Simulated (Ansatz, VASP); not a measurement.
**WSe2 in VASP and in Ansatz**

```xyz
3
Lattice="3.3144 0.0000 0.0000 -1.6572 2.8703 0.0000 0.0000 0.0000 16.6587" Properties=species:S:1:pos:R:3 pbc="T T T"
W     0.0000    0.0000    0.0000
Se    0.0000    1.9135    1.6609
Se    0.0000    1.9135   14.9978
```

Alike in both runs: task single point; functional r2SCAN; k mesh 12 × 12 × 2; occupations gaussian, width 0.05 eV; no spin polarisation.

|  | VASP | Ansatz |
| --- | --- | --- |
| version | VASP 6.6.1 | Ansatz 0.2.0 |
| potentials or method | VASP PAW PBE potentials, release 64 (W_sv, Se), cutoff 520 eV | scalar-relativistic, plane waves, PAW |
| valence electrons in the cell | 26 | 46 |

|  | VASP | Ansatz | Ansatz less VASP |
| --- | --- | --- | --- |
| gap on the k mesh at the Fermi level (eV) | 1.64 | 1.64 | +0.002 |
| least direct gap on the mesh (eV) | 1.64 | 1.64 | +0.002 |
| rms of the force components (eV/Å) | 0.021 | 0.000 | -0.0207 |

VASP's potentials were made for PBE, not for r2SCAN. Atom by atom the forces differ by 0.021 eV/Å (rms over components). With one functional, cell and mesh, what is left measures potentials, basis and numerics. VASP's potentials hold 26 valence electrons a cell and Ansatz's 46, so a difference there can come from the potentials and not from the codes.

Neither program's run includes spin-orbit coupling.
